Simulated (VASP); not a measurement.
# BN (R3m) in VASP: notebook, part 2 of 2

VASP 6.6.1.

### 3 Single point, LDA (strain -0.040 along x and y, +0.000 along z)

Input file INCAR:

```
SYSTEM = BN
  ALGO = Normal
  EDIFF = 1E-6
  ENCUT = 600
  GGA_COMPAT = .False.
  ISIF = 2
  ISMEAR = 0
  LASPH = .True.
  LCHARG = .False.
  LREAL = .False.
  LWAVE = .False.
  NBANDS = 11
  NELM = 120
  PREC = Accurate
  SIGMA = 0.05
```

Input file KPOINTS:

```
k-points
0
Gamma
  12 12 12
  0 0 0
```

Input file POSCAR:

```
BN
1.0
    1.2010769119      0.6934420784      3.3729344033
   -1.2010769119      0.6934420784      3.3729344033
    0.0000000000     -1.3868841568      3.3729344033
B N
1 1
Direct
    0.9996712000      0.9996712000      0.9996712000
    0.3327618000      0.3327618000      0.3327618000
```

Potentials or basis: VASP PAW LDA potentials, release 64 (B, N).

Launch:

```bash
$ cat potpaw_LDA.64/B/POTCAR potpaw_LDA.64/N/POTCAR > POTCAR
$ mpirun -np 1 vasp_std > vasp.out
```

OUTCAR:

```text
SYSTEM = BN
   EDIFF = 1E-6
   ENCUT = 600
   ISIF = 2
   ISMEAR = 0
   LASPH = .True.
   LREAL = .False.
   NELM = 120
   PREC = Accurate

 ion  position               nearest neighbor table
   1  1.000  1.000  1.000-   2 1.39   2 1.39   2 1.39
   2  0.333  0.333  0.333-   1 1.39   1 1.39   1 1.39

  LATTYP: Found a trigonal (rhomboedric) cell.
 ALAT       =     3.6469348984
 COS(alpha) =     0.7830720004

  Lattice vectors:

 A1 = (   1.2010769119,   0.6934420784,   3.3729344033)
 A2 = (  -1.2010769119,   0.6934420784,   3.3729344033)
 A3 = (   0.0000000000,  -1.3868841568,   3.3729344033)

Analysis of symmetry for initial positions (statically):
=====================================================================
 Subroutine PRICEL returns:
 Original cell was already a primitive cell.

 Routine SETGRP: Setting up the symmetry group for a
 trigonal (rhombohedral) supercell.

 Subroutine GETGRP returns: Found  6 space group operations
 (whereof  6 operations were pure point group operations)
 out of a pool of 12 trial point group operations.

The static configuration has the point symmetry C_3v.

Analysis of symmetry for dynamics (positions and initial velocities):
=====================================================================
 Subroutine PRICEL returns:
 Original cell was already a primitive cell.

 Routine SETGRP: Setting up the symmetry group for a
 trigonal (rhombohedral) supercell.

 Subroutine GETGRP returns: Found  6 space group operations
 (whereof  6 operations were pure point group operations)
 out of a pool of 12 trial point group operations.

The dynamic configuration has the point symmetry C_3v.

 Subroutine INISYM returns: Found  6 space group operations
 (whereof  6 operations are pure point group operations),
 and found     1 'primitive' translations

----------------------------------------------------------------------------------------

                                     Primitive cell
[... 118 lines left out ...]
   AEXX    =    0.0000 exact exchange contribution
   IVDW    =     0    specifies the selected vdW correction
   LEPSILON=     F    determine dielectric tensor
   LRPA    =     F    only Hartree local field effects (RPA)
 non-spin polarized calculation
 Gauss-broadening in eV      SIGMA  =   0.05
  energy-cutoff  :      600.00
  volume of cell :       16.86
 maximum number of plane-waves:       578
 NGX is ok and might be reduce to    30
   NGX = 15   NGY = 15   NGZ = 15

 number of electron       8.0000000 magnetization

 Free energy of the ion-electron system (eV)
  ---------------------------------------------------
  ext. energy  EPLUGINS =         0.00000000
  ---------------------------------------------------
  free energy    TOTEN  =       -19.12075892 eV

  energy without entropy =      -19.12075892  energy(sigma->0) =      -19.12075892

 E-fermi :   2.8286     XC(G=0): -10.6840

 val. band max:        2.5559772698   @ k =  -0.3333   0.3333   0.0000
 cond. band min:       6.8533686897   @ k =   0.5000   0.5000  -0.0000
 fundamental gap:      4.2973914199
 Fermi energy:         2.8286093842

 k-point     1 :       0.0000    0.0000    0.0000
  band No.  band energies     occupation
      1     -15.7552      2.00000
      2      -2.3783      2.00000
      3       1.4071      2.00000
      4       1.4071      2.00000
      5       7.2830      0.00000
      6      15.1581      0.00000
      7      15.1581      0.00000
      8      16.9799      0.00000
      9      19.5976      0.00000
     10      30.3344      0.00000
     11      30.9622      0.00000
[... 309 lines left out ...]
 k-point    24 :      -0.4167    0.1667    0.0000
  band No.  band energies     occupation
      1     -11.8630      2.00000
      2      -6.5478      2.00000
      3      -3.0764      2.00000
      4       2.1406      2.00000
      5       7.8707      0.00000
      6      14.7895      0.00000
      7      16.5811      0.00000
      8      17.4809      0.00000
      9      20.6505      0.00000
     10      25.5649      0.00000
     11      27.1922      0.00000

 [... further k-points ...]

------------------------ aborting loop because EDIFF is reached ----------------------------------------

  FORCE on cell =-STRESS in cart. coord.  units (eV):
  Direction    XX          YY          ZZ          XY          YZ          ZX
  --------------------------------------------------------------------------------------
  -------------------------------------------------------------------------------------
  Total        4.8153765      4.8153765     -0.1331310      0.0000000     -0.0000000      0.0000000
  in kB      457.7208317    457.7208316    -12.6546373      0.0000000     -0.0000000      0.0000000
  external PRESSURE =     300.9290087 kB  Pullay stress =       0.0000000 kB

 VOLUME and BASIS-vectors are now :
 -----------------------------------------------------------------------------
  energy-cutoff  :      600.00
  volume of cell :       16.86
      direct lattice vectors                 reciprocal lattice vectors
     1.201076912  0.693442078  3.372934403     0.416293074  0.240346918  0.098825916
    -1.201076912  0.693442078  3.372934403    -0.416293074  0.240346918  0.098825916
     0.000000000 -1.386884157  3.372934403     0.000000000 -0.480693837  0.098825916

 POSITION                                       TOTAL-FORCE (eV/Angst)
 -----------------------------------------------------------------------------------
      0.00000      0.00000     10.11548         0.000000      0.000000     -0.007262
      0.00000      0.00000      3.36715         0.000000      0.000000      0.007262
 -----------------------------------------------------------------------------------
    total drift:                               -0.000000      0.000000      0.000102

  FREE ENERGIE OF THE ION-ELECTRON SYSTEM (eV)
  ---------------------------------------------------
  free  energy   TOTEN  =       -19.1207589247 eV

  energy  without entropy=      -19.1207589247  energy(sigma->0) =      -19.12075892
```

OSZICAR:

```text
N       E                     dE             d eps       ncg     rms          rms(c)
DAV:   1     0.158713772402E+02    0.15871E+02   -0.51004E+03  4214   0.770E+02
DAV:   2    -0.208906160220E+02   -0.36762E+02   -0.35413E+02  4940   0.167E+02
DAV:   3    -0.216566435159E+02   -0.76603E+00   -0.76438E+00  5152   0.214E+01
DAV:   4    -0.216587218820E+02   -0.20784E-02   -0.20783E-02  4561   0.136E+00
DAV:   5    -0.216587308164E+02   -0.89344E-05   -0.89344E-05  5055   0.763E-02    0.863E+00
DAV:   6    -0.194775216356E+02    0.21812E+01   -0.59992E+00  4437   0.140E+01    0.387E+00
DAV:   7    -0.191878247781E+02    0.28970E+00   -0.35570E-01  4962   0.413E+00    0.224E+00
DAV:   8    -0.191211077039E+02    0.66717E-01   -0.16537E-01  4887   0.247E+00    0.280E-01
DAV:   9    -0.191207634694E+02    0.34423E-03   -0.24516E-03  4635   0.432E-01    0.152E-01
DAV:  10    -0.191207558521E+02    0.76173E-05   -0.18600E-04  4810   0.120E-01    0.219E-02
DAV:  11    -0.191207593252E+02   -0.34731E-05   -0.11281E-05  4971   0.229E-02    0.151E-02
DAV:  12    -0.191207589247E+02    0.40055E-06   -0.26324E-06  4536   0.106E-02
   1 F= -.19120759E+02 E0= -.19120759E+02  d E =-.420928E-16
```

stdout:

```text
POSCAR found type information on POSCAR B N
 POSCAR found :  2 types and       2 ions
 scaLAPACK will be used
 LDA part: xc-table for (Slater(with rela. corr.)+CA(PZ))
 , standard interpolation
 POSCAR, INCAR and KPOINTS ok, starting setup
 FFT: planning ... GRIDC
 FFT: planning ... GRID_SOFT
 FFT: planning ... GRID
 WAVECAR not read
 entering main loop
```

It took 84 s on 1 thread of Intel Xeon Platinum 8375C at 2.90GHz (Ice Lake), shared host; peak memory 0.17 GiB.

What came out:

| Item | Value |
| --- | --- |
| Free energy | -19.1208 eV |
| Pressure | 30.1 GPa |
| Largest force | 0.007 eV/Å |
| Band gap on the k mesh | 4.30 eV, indirect (least direct gap 4.84 eV) |

Forces in eV/Å, atoms in the order of the input:
```
B    0.000  0.000 -0.007
N    0.000  0.000  0.007
```

Caveat: the cell differs from its parent crystal (strain -0.040 along x and y, +0.000 along z). A k mesh can miss the band edges.

### 4 Single point, LDA (strain +0.000 along x and y, -0.040 along z)

Input file INCAR:

```
PREC = Accurate ; ENCUT = 600
EDIFF = 1E-6 ; ISMEAR = 0
SIGMA = 0.05 ; LREAL = False
LASPH = True ; NELM = 120
ALGO = Normal ; ISIF = 2
LWAVE = False ; LCHARG = True
GGA = CA ; LELF = True
LVHAR = True ; NBANDS = 11
GGA_COMPAT = False
```

Input file KPOINTS:

```
Automatic mesh
0
Gamma
  12 12 12
```

Input file POSCAR:

```
BN
1.0
    1.2511217832      0.7223354983      3.2380170272
   -1.2511217832      0.7223354983      3.2380170272
    0.0000000000     -1.4446709967      3.2380170272
B N
1 1
Direct
    0.9996712000      0.9996712000      0.9996712000
    0.3327618000      0.3327618000      0.3327618000
```

Launch:

```bash
$ cat potpaw_LDA.64/B/POTCAR potpaw_LDA.64/N/POTCAR > POTCAR
$ mpirun -np 1 vasp_std > vasp.out
```

Wall time 68 s (1 thread of Intel Xeon Platinum 8375C at 2.90GHz (Ice Lake), shared host); peak memory 0.16 GiB.

The run converged. Its results:

| Quantity | Value |
| --- | --- |
| Free energy | -19.2913 eV |
| Pressure | -3.8 GPa |
| Largest force | 0.017 eV/Å |
| Band gap on the k mesh | 4.00 eV, indirect (least direct gap 4.56 eV) |

Forces on the atoms (eV/Å):
```
B    0.000  0.000  0.017
N    0.000  0.000 -0.017
```

Stress tensor (GPa, compression positive):
```
-5.56  0.00  0.00
 0.00 -5.56  0.00
 0.00  0.00 -0.35
```

Levels at points of the mesh, in eV from the valence-band top:
| k point | band 1 | band 2 | band 3 | band 4 | band 5 | band 6 | band 7 | band 8 |
| --- | --- | --- | --- | --- | --- | --- | --- | --- |
| (0.00, 0.00, 0.00) | -17.61 | -3.96 | -1.29 | -1.29 | 5.13 | 11.58 | 11.58 | 13.04 |
| (0.50, 0.00, 0.00) | -14.36 | -8.92 | -4.07 | -0.53 | 5.20 | 9.98 | 12.92 | 15.11 |
| (0.50, 0.50, 0.00) | -14.25 | -8.74 | -4.15 | -1.27 | 4.00 | 9.87 | 14.20 | 17.84 |
| (0.50, 0.50, 0.50) | -17.24 | -6.43 | -1.31 | -1.31 | 10.31 | 11.48 | 11.48 | 12.58 |

Caveat: the cell differs from its parent crystal (strain +0.000 along x and y, -0.040 along z). A k mesh can miss the band edges.

### 5 Single point, LDA (strain -0.040 along x and y, +0.040 along z)

Input file INCAR:

```
SYSTEM = BN
PREC = Accurate ; ENCUT = 600
EDIFF = 1E-6 ; ISMEAR = 0
SIGMA = 0.05 ; LREAL = .False.
LASPH = .True. ; NELM = 120
ALGO = Normal ; ISIF = 2
LWAVE = .False. ; LCHARG = .True.
LELF = .True. ; LVHAR = .True.
NBANDS = 11 ; GGA_COMPAT = .False.
```

Input file KPOINTS:

```
regular mesh
0
Gamma
  12 12 12
  0 0 0
```

Input file POSCAR:

```
BN
1.0
    1.2010769119      0.6934420784      3.5078517794
   -1.2010769119      0.6934420784      3.5078517794
    0.0000000000     -1.3868841568      3.5078517794
B N
1 1
Direct
    0.9996712000      0.9996712000      0.9996712000
    0.3327618000      0.3327618000      0.3327618000
```

Launch:

```bash
$ cat potpaw_LDA.64/B/POTCAR potpaw_LDA.64/N/POTCAR > POTCAR
$ mpirun -np 1 vasp_std > vasp.out
```

Run time: 2.1 min. Hardware: 1 thread of Intel Xeon Platinum 8375C at 2.90GHz (Ice Lake), shared host; peak memory 0.17 GiB.

It converged, with:

```
Free energy            : -19.1155 eV
Pressure               : 28.8 GPa
Largest force          : 0.017 eV/Å
Band gap on the k mesh : 4.37 eV, indirect (least direct gap 4.84 eV)
```

Forces in eV/Å, atoms in the order of the input:
```
B    0.000  0.000 -0.017
N    0.000  0.000  0.017
```

Stress tensor (GPa, compression positive):
```
44.00  0.00  0.00
 0.00 44.00  0.00
 0.00  0.00 -1.67
```

Levels at points of the mesh, in eV from the valence-band top:
| k point | band 2 | band 3 | band 4 | band 5 | band 6 | band 7 |
| --- | --- | --- | --- | --- | --- | --- |
| (0.00, 0.00, 0.00) | -5.14 | -1.17 | -1.17 | 4.48 | 12.58 | 12.58 |
| (0.50, 0.00, 0.00) | -9.38 | -4.31 | -0.82 | 5.29 | 10.97 | 13.09 |
| (0.50, 0.50, 0.00) | -9.29 | -4.34 | -1.27 | 4.37 | 11.23 | 14.21 |
| (0.50, 0.50, 0.50) | -6.75 | -1.18 | -1.18 | 9.45 | 12.54 | 12.54 |

Caveat: the cell differs from its parent crystal (strain -0.040 along x and y, +0.040 along z). A k mesh can miss the band edges.

### 6 Single point, LDA (strain -0.040 along x and y, +0.080 along z)

Input file INCAR:

```
PREC     = Accurate       # precision mode
ENCUT    = 600            # plane-wave cutoff, eV
EDIFF    = 1E-6           # SCF threshold, eV
ISMEAR   = 0              # smearing method
SIGMA    = 0.05           # smearing width, eV
LREAL    = False          # projectors in reciprocal space
LASPH    = True           # aspherical terms in the spheres
NELM     = 120            # most SCF steps
ALGO     = Normal         # electronic algorithm
ISIF     = 2              # what is computed and relaxed
LWAVE    = False          # write WAVECAR
LCHARG   = False          # write CHGCAR
NBANDS   = 11             # bands
GGA_COMPAT= False
```

Input file KPOINTS:

```
regular mesh
0
Gamma
  12 12 12
```

Input file POSCAR:

```
BN
1.0
    1.2010769119      0.6934420784      3.6427691556
   -1.2010769119      0.6934420784      3.6427691556
    0.0000000000     -1.3868841568      3.6427691556
B N
1 1
Direct
    0.9996712000      0.9996712000      0.9996712000
    0.3327618000      0.3327618000      0.3327618000
```

Potentials or basis: VASP PAW LDA potentials, release 64 (B, N).

Launch:

```bash
$ cat potpaw_LDA.64/B/POTCAR potpaw_LDA.64/N/POTCAR > POTCAR
$ mpirun -np 1 vasp_std > vasp.out
```

OUTCAR:

```text
PREC = Accurate
   ENCUT = 600
   EDIFF = 1E-6
   ISMEAR = 0
   LREAL = False
   LASPH = True
   NELM = 120
   ISIF = 2

 ion  position               nearest neighbor table
   1  1.000  1.000  1.000-   2 1.39   2 1.39   2 1.39
   2  0.333  0.333  0.333-   1 1.39   1 1.39   1 1.39

  LATTYP: Found a trigonal (rhomboedric) cell.
 ALAT       =     3.8978474554
 COS(alpha) =     0.8101013158

  Lattice vectors:

 A1 = (   1.2010769119,   0.6934420784,   3.6427691556)
 A2 = (  -1.2010769119,   0.6934420784,   3.6427691556)
 A3 = (   0.0000000000,  -1.3868841568,   3.6427691556)

Analysis of symmetry for initial positions (statically):
=====================================================================
 Subroutine PRICEL returns:
 Original cell was already a primitive cell.

 Routine SETGRP: Setting up the symmetry group for a
 trigonal (rhombohedral) supercell.

 Subroutine GETGRP returns: Found  6 space group operations
 (whereof  6 operations were pure point group operations)
 out of a pool of 12 trial point group operations.

The static configuration has the point symmetry C_3v.

Analysis of symmetry for dynamics (positions and initial velocities):
[... 164 lines left out ...]
 Fermi energy:         2.2276006837

 k-point     1 :       0.0000    0.0000    0.0000
  band No.  band energies     occupation
      1     -16.3229      2.00000
      2      -3.3581      2.00000
      3       0.7695      2.00000
      4       0.7695      2.00000
      5       6.2326      0.00000
      6      14.5116      0.00000
      7      14.5116      0.00000
      8      16.1151      0.00000
      9      18.6577      0.00000
     10      27.5919      0.00000
     11      29.4771      0.00000
[... 309 lines left out ...]
 k-point    24 :      -0.4167    0.1667   -0.0000
  band No.  band energies     occupation
      1     -12.4817      2.00000
      2      -7.1568      2.00000
      3      -3.7234      2.00000
      4       1.4480      2.00000
      5       7.1621      0.00000
      6      14.0788      0.00000
      7      15.6266      0.00000
      8      16.6536      0.00000
      9      19.2579      0.00000
     10      24.4479      0.00000
     11      25.7799      0.00000

 [... further k-points ...]
[... 5 lines left out ...]
  --------------------------------------------------------------------------------------
  -------------------------------------------------------------------------------------
  Total        4.8118398      4.8118398     -0.2007155      0.0000000      0.0000000      0.0000000
  in kB      423.5043028    423.5043028    -17.6655665      0.0000000      0.0000000      0.0000000
  external PRESSURE =     276.4476797 kB  Pullay stress =       0.0000000 kB

 VOLUME and BASIS-vectors are now :
 -----------------------------------------------------------------------------
  energy-cutoff  :      600.00
  volume of cell :       18.20
      direct lattice vectors                 reciprocal lattice vectors
     1.201076912  0.693442078  3.642769156     0.416293074  0.240346918  0.091505478
    -1.201076912  0.693442078  3.642769156    -0.416293074  0.240346918  0.091505478
     0.000000000 -1.386884157  3.642769156     0.000000000 -0.480693837  0.091505478

 POSITION                                       TOTAL-FORCE (eV/Angst)
 -----------------------------------------------------------------------------------
      0.00000      0.00000     10.92471         0.000000      0.000000     -0.024175
      0.00000      0.00000      3.63652         0.000000     -0.000000      0.024175
 -----------------------------------------------------------------------------------
    total drift:                               -0.000000     -0.000000      0.000064

  FREE ENERGIE OF THE ION-ELECTRON SYSTEM (eV)
  ---------------------------------------------------
  free  energy   TOTEN  =       -19.1092427391 eV

  energy  without entropy=      -19.1092427391  energy(sigma->0) =      -19.10924274
```

Run time: 1.7 min. Hardware: 1 thread of Intel Xeon Platinum 8375C at 2.90GHz (Ice Lake), shared host; peak memory 0.17 GiB.

Results:

| Quantity | Value |
| --- | --- |
| Free energy | -19.1092 eV |
| Pressure | 27.6 GPa |
| Largest force | 0.024 eV/Å |
| Band gap on the k mesh | 4.28 eV, indirect (least direct gap 4.84 eV) |

Forces on the atoms (eV/Å):
```
B    0.000  0.000 -0.024
N    0.000  0.000  0.024
```

Levels at points of the mesh, in eV from the valence-band top:
| k point | band 1 | band 2 | band 3 | band 4 | band 5 | band 6 | band 7 | band 8 | band 9 |
| --- | --- | --- | --- | --- | --- | --- | --- | --- | --- |
| (0.00, 0.00, 0.00) | -18.27 | -5.31 | -1.18 | -1.18 | 4.28 | 12.56 | 12.56 | 14.17 | 16.71 |
| (0.50, 0.00, 0.00) | -14.73 | -9.38 | -4.32 | -0.87 | 5.22 | 10.90 | 12.92 | 14.50 | 19.80 |
| (0.50, 0.50, 0.00) | -14.70 | -9.31 | -4.34 | -1.23 | 4.44 | 11.22 | 13.97 | 16.56 | 19.93 |
| (0.50, 0.50, 0.50) | -18.13 | -6.62 | -1.18 | -1.18 | 8.90 | 12.53 | 12.53 | 13.08 | 16.26 |

Caveat: the cell differs from its parent crystal (strain -0.040 along x and y, +0.080 along z). A k mesh can miss the band edges.

### 7 Overview

| cell | gap on the mesh (eV) | pressure (GPa) | largest force (eV/Å) |
| --- | --- | --- | --- |
| a = 3.423 Å, angles 42.9°, 2 atoms | 3.85 | -3.4 | 0.05 |
| a = 3.647 Å, angles 38.5°, 2 atoms | 4.30 | 30.1 | 0.01 |
| a = 3.546 Å, angles 41.3°, 2 atoms | 4.00 | -3.8 | 0.02 |
| a = 3.772 Å, angles 37.1°, 2 atoms | 4.37 | 28.8 | 0.02 |
| a = 3.898 Å, angles 35.9°, 2 atoms | 4.28 | 27.6 | 0.02 |

Alike in all rows: task single point; level LDA; potentials or basis VASP PAW LDA potentials, release 64 (B, N); no spin polarisation; k mesh 12 × 12 × 12; cutoff (eV) 600; smearing gaussian 0.05 eV.

Absolute energies hang on the potentials; compare differences alone.
